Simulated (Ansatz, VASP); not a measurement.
**Tl2Ru: VASP beside Ansatz**

File INCAR:

```
SYSTEM = Tl2Ru
ALGO = Normal
EDIFF = 1E-6
EDIFFG = -0.04
ENCUT = 600
GGA = PE
IBRION = 2
ISIF = 3
ISMEAR = 0
LASPH = .TRUE.
LCHARG = .FALSE.
LREAL = .FALSE.
LWAVE = .FALSE.
NELM = 60
NSW = 90
PREC = Accurate
SIGMA = 0.1
```

KPOINTS

```
k-points
0
G
  6 6 6
  0 0 0
```

The input POSCAR:

```
Tl2Ru
1.0
   -2.2520333224      2.2520333224      3.6935662202
    2.2520333224     -2.2520333224      3.6935662202
    2.2520333224      2.2520333224     -3.6935662202
Tl Ru
2 1
Direct
    0.5930000000      0.5930000000      0.0000000000
    0.4070000000      0.4070000000      0.0000000000
    0.0000000000      0.0000000000      0.0000000000
```

Input for Ansatz:

```yaml
crystal:
  lattice:
    - [-2.2520333224, 2.2520333224, 3.6935662202]
    - [2.2520333224, -2.2520333224, 3.6935662202]
    - [2.2520333224, 2.2520333224, -3.6935662202]
  atoms:
    - { symbol: Tl, position: [0.593, 0.593, 0.0] }
    - { symbol: Tl, position: [0.407, 0.407, 0.0] }
    - { symbol: Ru, position: [0.0, 0.0, 0.0] }
basis:
  ecutwfc: 420
kpoints:
  mp_grid: { grid: [6, 6, 6] }
hamiltonian:
  xc: pbe
scf:
  occupations: { method: gaussian, width: 0.1 }
  lower_state_search: "off"
output:
  forces: true
  stress: true
  eigenvalues: true
relax:
  adjacent_minimum: "off"
  f_tol: 0.04
  max_steps: 70
  cell: { stress_tol: 0.4 }
```

Alike in both runs: task relaxation of cell and atoms; functional PBE; k mesh 6 × 6 × 6; occupations gaussian, width 0.1 eV; no spin polarisation.

|  | VASP | Ansatz |
| --- | --- | --- |
| version | VASP 6.6.1 | Ansatz 0.2.0 |
| potentials or method | VASP PAW PBE potentials, release 64 (Tl_d, Ru_pv), cutoff 600 eV | scalar-relativistic, plane waves, PAW |
| valence electrons in the cell | 40 | 42 |

VASP gave:

* gap on the k mesh at the Fermi level, each at its own relaxed structure (eV): none
* relaxed volume (Å³/atom): 21.87
* relaxed cell length with the largest relative difference (Å): 6.130

Q: Which values does Ansatz return?

A: gap on the k mesh at the Fermi level, each at its own relaxed structure (eV): none; relaxed volume (Å³/atom): 22.14; relaxed cell length with the largest relative difference (Å): 6.254.

A gap of «none» marks a metal or a gap that the smearing closes. VASP's potentials hold 40 valence electrons a cell and Ansatz's 42, so a difference there can come from the potentials and not from the codes.

Neither program's run includes spin-orbit coupling.
